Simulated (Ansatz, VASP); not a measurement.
# SrLiH3: VASP beside Ansatz

```
Li Sr H
1.0
     4.63079    0.00000    0.00000
     0.00000    4.63079    0.00000
     0.00000    0.00000    4.63079
Li Sr H
1 1 3
Direct
  0.00000 0.00000 0.00000
  0.50000 0.50000 0.50000
  0.00000 0.50000 0.50000
  0.50000 0.00000 0.50000
  0.50000 0.50000 0.00000
```

Alike in both runs: task single point; functional PBE; k mesh 6 × 6 × 6; occupations gaussian, width 0.05 eV; no spin polarisation.

```csv
,VASP,Ansatz
version,VASP 6.6.1,Ansatz 0.2.0
potentials or method,"VASP PAW PBE potentials, release 64 (Li_sv, Sr_sv, H), cutoff 520 eV","scalar-relativistic, plane waves, PAW"
valence electrons in the cell,16,16
```

|  | VASP | Ansatz | Ansatz less VASP |
| --- | --- | --- | --- |
| gap on the k mesh at the Fermi level (eV) | 1.83 | 1.83 | +0.003 |
| least direct gap on the mesh (eV) | 2.25 | 2.25 | 0.000 |

Noted on VASP's run: the cutoff is short for stress, so the pressure is rough.
